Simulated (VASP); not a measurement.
**BeS: single point with PBEsol**

The system is BeS.

```
Be S
1.0
     0.00000    2.41899    2.41899
     2.41899    0.00000    2.41899
     2.41899    2.41899    0.00000
Be S
1 1
Direct
  0.00000 0.00000 0.00000
  0.75000 0.75000 0.75000
```

```
Program             : VASP 6.6.1
Task                : single point
Functional          : PBEsol
Potentials or basis : VASP PAW PBE potentials, release 64 (Be, S)
Cutoff              : 520 eV
k mesh              : 10 × 10 × 10
Occupations         : gaussian, width 0.05 eV
Spin                : no spin polarisation
```

```yaml
Pressure: 0.2 GPa
Band_gap_on_the_k_mesh: 2.91 eV, indirect (least direct gap 5.61 eV)
```

Levels at points of the mesh, in eV from the valence-band top:
| k point | band 1 | band 2 | band 3 | band 4 | band 5 | band 6 | band 7 | band 8 |
| --- | --- | --- | --- | --- | --- | --- | --- | --- |
| (0.00, 0.00, 0.00) | -13.77 | 0.00 | 0.00 | 0.00 | 5.61 | 5.61 | 5.61 | 5.77 |
| (0.50, 0.00, 0.00) | -12.11 | -5.91 | -1.05 | -1.05 | 5.40 | 6.48 | 6.48 | 11.01 |
| (0.50, 0.50, 0.00) | -11.56 | -5.11 | -2.70 | -2.70 | 2.91 | 4.80 | 12.81 | 12.81 |

Wall time 36 s on 1 thread of Intel Xeon 8259CL, with other jobs on the host, peak memory 0.12 GiB.

Caveat: the PAW data sets were made with another functional, which shifts forces and pressure a little. A k mesh can miss the band edges.
